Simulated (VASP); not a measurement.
Runs of VASP 6.6.1 on Br. The structure is that of space group Pm-3m (No. 221), or close to it. The cells are those of the table. 

```csv
cell,gap on the mesh (eV),pressure (GPa)
"a = 2.731 Å, 1 atom",none,30.4
"a = 3.105 Å, 1 atom",none,0.0
"a = 2.976 Å, 1 atom",none,(a)
"a = 2.465 Å, 1 atom",none,112.3
"a = 2.590 Å, 1 atom",none,(b)
"a = 2.859 Å, 1 atom",none,13.8
```

Alike in all rows: task single point; level PBE; potentials or basis VASP PAW PBE potentials, release 64 (Br); no spin polarisation; k mesh 12 × 12 × 12; cutoff (eV) 520; smearing fermi-dirac 0.1 eV.

**Question.** Estimate the missing entries.

**Answer.** (a) 5.2; (b) 63.5.

Caveats: an odd number of electrons without spin polarisation forces a metal; a magnetic or distorted state may lie lower; the cell stands under pressure (at least some runs).

A k mesh can miss the band edges, and the runs leave out spin-orbit coupling on Br.

A gap of «none» marks levels without a gap at the run's occupations.
